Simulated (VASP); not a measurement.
Wanted: the native input for a VASP 6.6.1 run.

```
Task                   : single point
Functional             : PBE
Potentials or basis    : VASP PAW PBE potentials, release 64 (Ti_sv)
Cutoff                 : 520 eV
k mesh                 : 20 × 20 × 20
Occupations            : gaussian, width 0.15 eV
Spin                   : no spin polarisation
Dipole correction      : no
Further INCAR settings : ALGO = Fast; EDIFF = 1e-07; NBANDS = 12
```

The structure of Ti lies in POSCAR:

```
Ti
1.0
    0.0000000000      2.2477982002      1.9261382778
    2.2477982002      0.0000000000      1.9261382778
    2.2477982002      2.2477982002      0.0000000000
Ti
1
Direct
    0.0000000000      0.0000000000      0.0000000000
```

This cell differs from its parent crystal: volume 19.464 Å^3 an atom, c/a of the conventional cell 0.8569.

The input as run:

INCAR

```
SYSTEM = Ti
PREC = Accurate
ENCUT = 520
EDIFF = 1E-7
ISMEAR = 0
SIGMA = 0.15
LREAL = .FALSE.
LASPH = .TRUE.
NELM = 60
ALGO = Fast
ISIF = 2
LWAVE = .FALSE.
LCHARG = .FALSE.
GGA = PE
NBANDS = 12
```

KPOINTS

```
Automatic mesh
0
G
  20 20 20
  0 0 0
```

Potentials or basis: VASP PAW PBE potentials, release 64 (Ti_sv).

Command:

```console
$ cat potpaw_PBE.64/Ti_sv/POTCAR > POTCAR
$ mpirun -np 1 vasp_std > vasp.out
```

Results of the run:

```
Pressure               : -10.1 GPa
Band gap on the k mesh : zero (band 6 reaches 7.77 eV, above the bottom of band 7 at 6.56 eV)
```

Run time: 3.3 min on 1 thread of AMD EPYC 9R45 96-Core Processor (Zen 5), with other jobs on the host, peak memory 0.22 GiB.
